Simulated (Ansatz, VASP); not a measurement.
# One calculation of AlN, two programs

```
CELL_PARAMETERS angstrom
0.00000 1.97800 1.97800
1.97800 0.00000 1.97800
1.97800 1.97800 0.00000
ATOMIC_POSITIONS crystal
Al 0.00000 0.00000 0.00000
N 0.50000 0.50000 0.50000
```

Alike in both runs: task electric field gradients; functional r2SCAN; k mesh 13 × 13 × 13; occupations fermi-dirac, width 0.02 eV; no spin polarisation.

```csv
,VASP,Ansatz
version,VASP 6.6.1,Ansatz 0.2.0
potentials or method,"VASP PAW PBE potentials, release 64 (Al, N)","plane-wave PAW, scalar-relativistic"
plane-wave cutoff (eV),580,500
valence electrons in the cell,8,8
```

|  | VASP | Ansatz | Ansatz less VASP |
| --- | --- | --- | --- |
| gap on the k mesh at the Fermi level (eV) | 5.92 | 5.96 | +0.035 |
| pressure (GPa) | 18.4 | 19.1 | +0.68 |

VASP's potentials were made for PBE, not for r2SCAN.
